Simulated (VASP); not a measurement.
NaI: G0W0 quasiparticle levels with PBE

Crystal: NaI.

```
Na I
1.0
     0.00000    3.10053    3.10053
     3.10053    0.00000    3.10053
     3.10053    3.10053    0.00000
Na I
1 1
Direct
  0.00000 0.00000 0.00000
  0.50000 0.50000 0.50000
```

| Item | Value |
| --- | --- |
| Program | VASP 6.6.1 |
| Task | G0W0 quasiparticle levels |
| Functional | PBE |
| Potentials or basis | VASP PAW PBE potentials, release 64 (Na_sv_GW, I_GW) |
| Cutoff | 500 eV |
| k mesh | 4 × 4 × 4 |
| Occupations | gaussian, width 0.01 eV |
| Spin | no spin polarisation |
| Dipole correction | no |
| GW scheme | G0W0 |
| GW iterations | 1 |
| Cutoff of the response function | 150 |
| Frequency points | 48 |
| Empty bands | 248 |
| Further INCAR settings | ALGO = EVGW0; EDIFF = 1e-08; NBANDS = 256 |

```yaml
Quasiparticle_gap: 6.14 eV
Least_direct_quasiparticle_gap: 6.14 eV
Band_gap_of_the_starting_levels_on_the_mesh: 4.02 eV
Least_direct_gap_of_the_starting_levels_on_the_mesh: 4.02 eV
```

Wall time 12 min on 1 thread of AMD EPYC 7R43 64-Core Processor (Zen 3) (shared host), peak memory 0.66 GiB.

Caveat: the k points lie up to 0.44 Å⁻¹ apart; bands, screening cutoff and mesh are small and nothing is extrapolated, so the quasiparticle values aren't converged; spin-orbit coupling is left out, which moves the levels of the heavy elements.
